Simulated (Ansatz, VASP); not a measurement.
SiNi2: VASP beside Ansatz

The input INCAR:

```
  ALGO = Fast
  EDIFF = 1E-6
  ENCUT = 520
  GGA = PE
  ISIF = 2
  ISMEAR = -1
  ISPIN = 2
  LASPH = True
  LCHARG = True
  LDAU = True
  LDAUJ = 0 0
  LDAUL = 2 -1
  LDAUPRINT = 1
  LDAUTYPE = 2
  LDAUU = 5 0
  LELF = True
  LMAXMIX = 4
  LORBIT = 11
  LREAL = False
  LVHAR = True
  LWAVE = False
  MAGMOM = 1 -0.5 1 -0.5 1 -0.5 1 -0.5 0 0 0 0
  NBANDS = 64
  NELM = 150
  PREC = Accurate
  SIGMA = 0.05
```

Contents of KPOINTS:

```
k-points
0
Gamma
  4 6 3
```

POSCAR

```
SiNi2
1.0
    4.9900000000      0.0000000000      0.0000000000
    0.0000000000      3.7200000000      0.0000000000
    0.0000000000      0.0000000000      7.0300000000
Ni Si
8 4
Direct
    0.3250000000      0.7500000000      0.9370000000
    0.6750000000      0.2500000000      0.0630000000
    0.1750000000      0.2500000000      0.4370000000
    0.8250000000      0.7500000000      0.5630000000
    0.4580000000      0.7500000000      0.2970000000
    0.5420000000      0.2500000000      0.7030000000
    0.0420000000      0.2500000000      0.7970000000
    0.9580000000      0.7500000000      0.2030000000
    0.7860000000      0.7500000000      0.8860000000
    0.2140000000      0.2500000000      0.1140000000
    0.7140000000      0.2500000000      0.3860000000
    0.2860000000      0.7500000000      0.6140000000
```

File input.yaml:

```yaml
crystal:
  lattice:
    - [4.99, 0.0, 0.0]
    - [0.0, 3.72, 0.0]
    - [0.0, 0.0, 7.03]
  atoms:
    - { symbol: Ni, position: [0.325, 0.75, 0.937], spin: 1.0 }
    - { symbol: Ni, position: [0.675, 0.25, 0.063], spin: -0.5 }
    - { symbol: Ni, position: [0.175, 0.25, 0.437], spin: 1.0 }
    - { symbol: Ni, position: [0.825, 0.75, 0.563], spin: -0.5 }
    - { symbol: Ni, position: [0.458, 0.75, 0.297], spin: 1.0 }
    - { symbol: Ni, position: [0.542, 0.25, 0.703], spin: -0.5 }
    - { symbol: Ni, position: [0.042, 0.25, 0.797], spin: 1.0 }
    - { symbol: Ni, position: [0.958, 0.75, 0.203], spin: -0.5 }
    - { symbol: Si, position: [0.786, 0.75, 0.886] }
    - { symbol: Si, position: [0.214, 0.25, 0.114] }
    - { symbol: Si, position: [0.714, 0.25, 0.386] }
    - { symbol: Si, position: [0.286, 0.75, 0.614] }
hamiltonian:
  xc: pbe
  pseudopotentials: { kind: paw }
  hubbard: { sites: [{ species: Ni, l: d, u_eff: 5.0 }] }
magnetization:
  spin_polarized: true
kpoints:
  mp_grid: { grid: [4, 6, 3] }
scf:
  occupations: { method: fermi_dirac, width: 0.05 }
output:
  forces: true
  stress: true
  eigenvalues: true
```

Alike in both runs: task single point; functional PBE; k mesh 4 × 6 × 3; occupations fermi-dirac, width 0.05 eV; collinear spin; Hubbard terms Ni d U = 5.0 eV.

|  | VASP | Ansatz |
| --- | --- | --- |
| version | VASP 6.6.1 | Ansatz 0.2.0 |
| potentials or method | VASP PAW PBE potentials, release 64 (Ni, Si) | Ansatz PAW |
| plane-wave cutoff (eV) | 520 | 420 |
| valence electrons in the cell | 96 | 160 |

```tsv
	VASP	Ansatz	Ansatz less VASP
gap on the k mesh at the Fermi level (eV)	none	none	-
pressure (GPa)	-8.4	1.5	+9.86
traceless stress, the component that is largest in VASP (GPa)	0.77	0.96	+0.188
rms of the force components (eV/Å)	0.102	0.125	+0.0232
net moment per atom (μB)	0.00	0.00	0.000
```

The programs project onto different local orbitals, so the same U acts differently, and such runs can settle in different states. Atom by atom the forces differ by 0.039 eV/Å (rms over components). A gap of «none» marks a metal or a gap that the smearing closes. VASP's potentials hold 96 valence electrons a cell and Ansatz's 160, so a difference there can come from the potentials and not from the codes.

Noted on Ansatz's run: the magnetic or orbital state may not be the lowest.
